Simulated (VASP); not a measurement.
# InH2N2 (Cmc2_1) in VASP: single point with LDA

Aim: the single point of InH2N2 with LDA.

Everything below comes from runs of VASP 6.6.1. Logs are shortened: lines on timing, memory, paths and dates and some standing lists are left out, and cuts for length are marked.

### Step 1. The cell of the first run

It takes space group Cmc2_1 (No. 36, orthorhombic). The conventional cell has a = 3.273 Å, b = 11.765 Å, c = 5.838 Å, α = 90.00°, β = 90.00°, γ = 90.00°. Within 2.9 Å of In (site symmetry m) lie 5 N at 2.16 to 2.62 Å and 3 H at 2.75 to 2.80 Å. N (site symmetry m) has 1 H at 1.11 Å within 1.5 Å. Within 1.6 Å of N (site symmetry m) lie 1 H at 1.19 Å. H (site symmetry m) has 1 N at 1.11 Å within 1.5 Å. H (site symmetry m) has 1 N at 1.19 Å within 1.6 Å.

### Step 2. Single point, LDA

File POSCAR:

```
InH2N2
1.0
    3.2731480000      0.0000000000      0.0000000000
    1.6365740000     -5.8824700000      0.0000000000
    0.0000000000      0.0000000000     -5.8379330000
In N H
2 4 4
Direct
    0.1820000000      0.6360000000      0.7500000000
    0.8180000000      0.3640000000      0.2500000000
    0.5583000000      0.8834000000      0.7466000000
    0.4417000000      0.1166000000      0.2466000000
    0.7994000000      0.4012000000      0.8033000000
    0.2006000000      0.5988000000      0.3033000000
    0.5058000000      0.9884000000      0.5882000000
    0.4942000000      0.0116000000      0.0882000000
    0.9001000000      0.1998000000      0.8086000000
    0.0999000000      0.8002000000      0.3086000000
```

File INCAR.step1:

```
ALGO     = Normal         # electronic algorithm
EDIFF    = 1E-7           # SCF threshold, eV
ENCUT    = 520            # plane-wave cutoff, eV
GGA      = CA             # functional
ISIF     = 2              # what is computed and relaxed
ISMEAR   = -5             # smearing method
LASPH    = True           # aspherical terms in the spheres
LCHARG   = True           # write CHGCAR
LREAL    = False          # projectors in reciprocal space
LWAVE    = False          # write WAVECAR
NBANDS   = 36             # bands
NELM     = 60             # most SCF steps
PREC     = Accurate       # precision mode
SIGMA    = 0.1            # smearing width, eV
```

File KPOINTS.step1:

```
k-points
0
Gamma
  8 8 4
```

File INCAR.step2:

```
ALGO     = Normal         # electronic algorithm
EDIFF    = 1E-7           # SCF threshold, eV
ENCUT    = 520            # plane-wave cutoff, eV
GGA      = CA             # functional
ICHARG   = 11             # starting density
ISIF     = 2              # what is computed and relaxed
ISMEAR   = -5             # smearing method
LASPH    = True           # aspherical terms in the spheres
LCHARG   = False          # write CHGCAR
LORBIT   = 11             # projections on sites
LREAL    = False          # projectors in reciprocal space
LWAVE    = False          # write WAVECAR
NBANDS   = 36             # bands
NEDOS    = 1001           # points of the DOS
NELM     = 60             # most SCF steps
PREC     = Accurate       # precision mode
SIGMA    = 0.1            # smearing width, eV
```

File KPOINTS.step2:

```
k-points
0
Gamma
  12 12 6
```

Potentials or basis: VASP PAW LDA potentials, release 64 (In_d, N, H).

Run with:

```sh
$ cat potpaw_LDA.64/In_d/POTCAR potpaw_LDA.64/N/POTCAR potpaw_LDA.64/H/POTCAR > POTCAR
$ cp INCAR.step1 INCAR
$ cp KPOINTS.step1 KPOINTS
$ mpirun -np 1 vasp_std > vasp.out
$ cp INCAR.step2 INCAR
$ cp KPOINTS.step2 KPOINTS
$ mpirun -np 1 vasp_std > vasp.out
```

OUTCAR:

```text
EDIFF = 1E-7
   ENCUT = 520
   GGA = CA
   ICHARG = 11
   ISIF = 2
   ISMEAR = -5
   LASPH = True
   LORBIT = 11
   LREAL = False
   NELM = 60
   PREC = Accurate

 ion  position               nearest neighbor table
   1  0.182  0.636  0.750-   5 2.16   5 2.16   3 2.19   3 2.19   6 2.62   2 3.71   2 3.71   2 3.71
                             2 3.71
   2  0.818  0.364  0.250-   6 2.16   6 2.16   4 2.19   4 2.19   5 2.62   1 3.71   1 3.71   1 3.71
                             1 3.71
   3  0.558  0.883  0.747-   7 1.11   1 2.19   1 2.19
   4  0.442  0.117  0.247-   8 1.11   2 2.19   2 2.19
   5  0.799  0.401  0.803-   9 1.19   1 2.16   1 2.16   2 2.62
   6  0.201  0.599  0.303-  10 1.19   2 2.16   2 2.16   1 2.62
   7  0.506  0.988  0.588-   3 1.11
   8  0.494  0.012  0.088-   4 1.11
   9  0.900  0.200  0.809-   5 1.19
  10  0.100  0.800  0.309-   6 1.19

  LATTYP: Found a base centered orthorhombic cell.
 ALAT       =     3.2731480000
 B/A-ratio  =     3.5943807002
 C/A-ratio  =     1.7835835715

  Lattice vectors:

 A1 = (   1.6365740000,   5.8824700000,   0.0000000000)
 A2 = (   1.6365740000,  -5.8824700000,   0.0000000000)
 A3 = (   0.0000000000,   0.0000000000,  -5.8379330000)

Analysis of symmetry for initial positions (statically):
=====================================================================
 Subroutine PRICEL returns:
 Original cell was already a primitive cell.

 Routine SETGRP: Setting up the symmetry group for a
 base centered orthorhombic supercell.

 Subroutine GETGRP returns: Found  4 space group operations
 (whereof  2 operations were pure point group operations)
 out of a pool of  8 trial point group operations.

The static configuration has the point symmetry C_1h.
 The point group associated with its full space group is C_2v.

Analysis of symmetry for dynamics (positions and initial velocities):
=====================================================================
 Subroutine PRICEL returns:
 Original cell was already a primitive cell.

 Routine SETGRP: Setting up the symmetry group for a
 base centered orthorhombic supercell.

 Subroutine GETGRP returns: Found  4 space group operations
 (whereof  2 operations were pure point group operations)
 out of a pool of  8 trial point group operations.

The dynamic configuration has the point symmetry C_1h.
 The point group associated with its full space group is C_2v.

 Subroutine INISYM returns: Found  4 space group operations
 (whereof  2 operations are pure point group operations),
 and found     1 'primitive' translations

----------------------------------------------------------------------------------------

                                     Primitive cell

  volume of cell :     112.4047

  direct lattice vectors                    reciprocal lattice vectors
     3.273148000  0.000000000  0.000000000     0.305516280  0.084998309  0.000000000
     1.636574000 -5.882470000  0.000000000     0.000000000 -0.169996617  0.000000000
     0.000000000  0.000000000 -5.837933000     0.000000000  0.000000000 -0.171293504

  length of vectors
     3.273148000  6.105884683  5.837933000     0.317119709  0.169996617  0.171293504

  position of ions in fractional coordinates (direct lattice)
     0.182000000  0.636000000  0.750000000
     0.818000000  0.364000000  0.250000000
     0.558300000  0.883400000  0.746600000
     0.441700000  0.116600000  0.246600000
     0.799400000  0.401200000  0.803300000
     0.200600000  0.598800000  0.303300000
     0.505800000  0.988400000  0.588200000
     0.494200000  0.011600000  0.088200000
     0.900100000  0.199800000  0.808600000
     0.099900000  0.800200000  0.308600000

  ion indices of the primitive-cell ions
   primitive index   ion index
                 1           1
                 2           2
                 3           3
                 4           4
                 5           5
                 6           6
                 7           7
                 8           8
                 9           9
                10          10

----------------------------------------------------------------------------------------

 KPOINTS: k-points

Automatic generation of k-mesh.
 Grid dimensions read from file:
 generate k-points for:   12   12    6

 Generating k-lattice:

  Cartesian coordinates                     Fractional coordinates (reciprocal lattice)
     0.025459690  0.007083192  0.000000000     0.083333333  0.000000000  0.000000000
     0.000000000 -0.014166385  0.000000000     0.000000000  0.083333333  0.000000000
     0.000000000  0.000000000 -0.028548917     0.000000000  0.000000000  0.166666667

  Length of vectors
     0.026426642  0.014166385  0.028548917

  Shift w.r.t. Gamma in fractional coordinates (k-lattice)
     0.000000000  0.000000000  0.000000000

 TETIRR: Found   2196 inequivalent tetrahedra from     5184

 Subroutine IBZKPT returns following result:
 ===========================================

 Found    172 irreducible k-points:

 Following reciprocal coordinates:
            Coordinates               Weight
  0.000000  0.000000  0.000000      1.000000
  0.083333  0.000000  0.000000      4.000000
  0.166667 -0.000000  0.000000      4.000000
  0.250000  0.000000  0.000000      4.000000
  0.333333 -0.000000  0.000000      4.000000
  0.416667  0.000000  0.000000      4.000000
[... 16 lines left out ...]
 -0.416667  0.166667  0.000000      4.000000
 -0.333333  0.166667  0.000000      4.000000
 [... further k-points ...]
   k-points           NKPTS =    172   k-points in BZ     NKDIM =    172   number of bands    NBANDS=     36
   number of dos      NEDOS =   1001   number of ions     NIONS =     10
   total plane-waves  NPLWV =  55296
   dimension x,y,z NGX =    24 NGY =   48 NGZ =   48
   dimension x,y,z NGXF=    48 NGYF=   96 NGZF=   96
   ions per type =               2   4   4
   NGX,Y,Z   is equivalent  to a cutoff of  12.19, 13.07, 13.67 a.u.
   NGXF,Y,Z  is equivalent  to a cutoff of  24.38, 26.14, 27.34 a.u.
 SYSTEM =  unknown system
   PREC   = accura    normal or accurate (medium, high low for compatibility)
   ISTART =      0    job   : 0-new  1-cont  2-samecut
   ICHARG =     11    charge: 1-file 2-atom 10-const
   ISPIN  =      1    spin polarized calculation?
   LNONCOLLINEAR =      F non collinear calculations
   LSORBIT =      F    spin-orbit coupling
   LASPH  =      T    aspherical Exc in radial PAW
   ENCUT  =  520.0 eV  38.22 Ry    6.18 a.u.   6.09 11.35 10.85*2*pi/ulx,y,z
   NELM   =     60;   NELMIN=  2; NELMDL=  0     # of ELM steps
   EDIFF  = 0.1E-06   stopping-criterion for ELM
   LREAL  =      F    real-space projection
   EDIFFG = 0.1E-05   stopping-criterion for IOM
   NSW    =      0    number of steps for IOM
   IBRION =     -1    ionic relax: 0-MD 1-quasi-New 2-CG
   NFREE  =      0    steps in history (QN), initial steepest desc. (CG)
   ISIF   =      2    stress and relaxation
   ISYM   =      2    0-nonsym 1-usesym 2-fastsym
   POTIM  = 0.5000    time-step for ionic-motion
   TEBEG  =    0.0;   TEEND  =   0.0 temperature during run
   PSTRESS=    0.0 pullay stress
   NELECT =      50.0000    total number of electrons
   NUPDOWN=      -1.0000    fix difference up-down
   EMIN   =  10.00;   EMAX   =-10.00  energy-range for DOS
   EFERMI =   0.00;   METHOD = LEGACY
   ISMEAR =    -5;   SIGMA  =   0.10  broadening in eV -4-tet -1-fermi 0-gaus
   EFERMI_NEDOS =   21; number of points for ismear=-14 and -15
   IALGO  =     38    algorithm
   IMIX   =      4    mixing-type and parameters
     AMIX     =   0.40;   BMIX     =  1.00
     AMIX_MAG =   1.60;   BMIX_MAG =  1.00
  volume/ion in A,a.u.               =      11.24        75.85
  Fermi-wavevector in a.u.,A,eV,Ry     =   1.249693  2.361577 21.248662  1.561733
  Thomas-Fermi vector in A             =   2.383722
   LORBIT       =     11    0 simple, 1 ext, 2 COOP (PROOUT), +10 PAW based schemes
   GGA     = CA    functional components
   LHFCALC =     F    Hartree Fock is set to
   AEXX    =    0.0000 exact exchange contribution
   IVDW    =     0    specifies the selected vdW correction
   LEPSILON=     F    determine dielectric tensor
   LRPA    =     F    only Hartree local field effects (RPA)
 non-spin polarized calculation
 Fermi weights with tetrahedron method with Bloechl corrections
  energy-cutoff  :      520.00
  volume of cell :      112.40
 maximum number of plane-waves:      3048

 number of electron      49.9999989 magnetization

 Free energy of the ion-electron system (eV)
  ---------------------------------------------------
  ext. energy  EPLUGINS =         0.00000000
  ---------------------------------------------------
  free energy    TOTEN  =       -52.75818426 eV

  energy without entropy =      -52.75818426  energy(sigma->0) =      -52.75818426

 E-fermi :   2.5222     XC(G=0): -10.0872

 val. band max:        2.5611355265   @ k =  -0.0833   0.1667   0.0000
 cond. band min:       2.5152761608   @ k =   0.3333   0.1667   0.1667
 fundamental gap:     -0.0458593657
 Fermi energy:         2.5221597310

 k-point     1 :       0.0000    0.0000    0.0000
  band No.  band energies     occupation
      1     -12.3354      2.00000
      2     -12.1547      2.00000
      3     -10.7499      2.00000
      4     -10.6209      2.00000
      5     -10.6117      2.00000
      6     -10.6074      2.00000
[... 28 lines left out ...]
     35      11.4634      0.00000
     36      12.6340      0.00000
[... 866 lines left out ...]
      6     -10.5621      2.00000
[... 28 lines left out ...]
     35      11.9618      0.00000
     36      12.4122      0.00000

 [... further k-points ...]

------------------------ aborting loop because EDIFF is reached ----------------------------------------

  FORCE on cell =-STRESS in cart. coord.  units (eV):
  Direction    XX          YY          ZZ          XY          YZ          ZX
  --------------------------------------------------------------------------------------
  -------------------------------------------------------------------------------------
  Total       -5.6144815    -15.4679594     -8.7940191      0.0000000      0.0000000      0.0000000
  in kB      -80.0268577   -220.4748902   -125.3468759      0.0000000      0.0000000      0.0000000
  external PRESSURE =    -141.9495413 kB  Pullay stress =       0.0000000 kB

 VOLUME and BASIS-vectors are now :
 -----------------------------------------------------------------------------
  energy-cutoff  :      520.00
  volume of cell :      112.40
      direct lattice vectors                 reciprocal lattice vectors
     3.273148000  0.000000000  0.000000000     0.305516280  0.084998309  0.000000000
     1.636574000 -5.882470000  0.000000000     0.000000000 -0.169996617  0.000000000
     0.000000000  0.000000000 -5.837933000     0.000000000  0.000000000 -0.171293504

 POSITION                                       TOTAL-FORCE (eV/Angst)
 -----------------------------------------------------------------------------------
      1.63657     -3.74125     -4.37845         0.000000      0.102774      0.839410
      3.27315     -2.14122     -1.45948         0.000000     -0.102774      0.839410
      3.27315     -5.19657     -4.35860        -0.000000     -0.382884      0.925080
      1.63657     -0.68590     -1.43963         0.000000      0.382884      0.925080
      3.27315     -2.36005     -4.68961         0.000000      2.713113     -0.847299
      1.63657     -3.52242     -1.77065        -0.000000     -2.713113     -0.847299
      3.27315     -5.81423     -3.43387         0.000000      1.002498     -1.246918
      1.63657     -0.06824     -0.51491        -0.000000     -1.002498     -1.246918
      3.27315     -1.17532     -4.72055         0.000000     -3.265396      0.329727
      1.63657     -4.70715     -1.80159        -0.000000      3.265396      0.329727
 -----------------------------------------------------------------------------------
    total drift:                                0.000000      0.000000      0.010285

  FREE ENERGIE OF THE ION-ELECTRON SYSTEM (eV)
  ---------------------------------------------------
  free  energy   TOTEN  =       -52.7581842635 eV

  energy  without entropy=      -52.7581842635  energy(sigma->0) =      -52.75818426

 total charge

# of ion       s       p       d       tot
------------------------------------------
    1        0.749   0.714   9.965  11.428
    2        0.749   0.714   9.965  11.428
    3        1.251   2.331   0.000   3.582
    4        1.251   2.331   0.000   3.582
    5        1.242   2.333   0.000   3.575
    6        1.242   2.333   0.000   3.575
    7        0.527   0.062   0.000   0.589
    8        0.527   0.062   0.000   0.589
    9        0.474   0.043   0.000   0.516
   10        0.474   0.043   0.000   0.516
--------------------------------------------------
tot          8.486  10.964  19.930  39.380
```

Run time: 7.5 min. Hardware: 1 thread of Intel Xeon Platinum 8488C (Sapphire Rapids), shared host; peak memory 0.59 GiB.

What came out:

* Valence electrons inside the program's atomic spheres: In 11.43; N 3.58; H 0.59, 0.52 (each value once)

Caveat: spin-orbit coupling is left out, which moves the levels of the heavy elements; tetrahedron occupations give inexact forces and stress in metals.
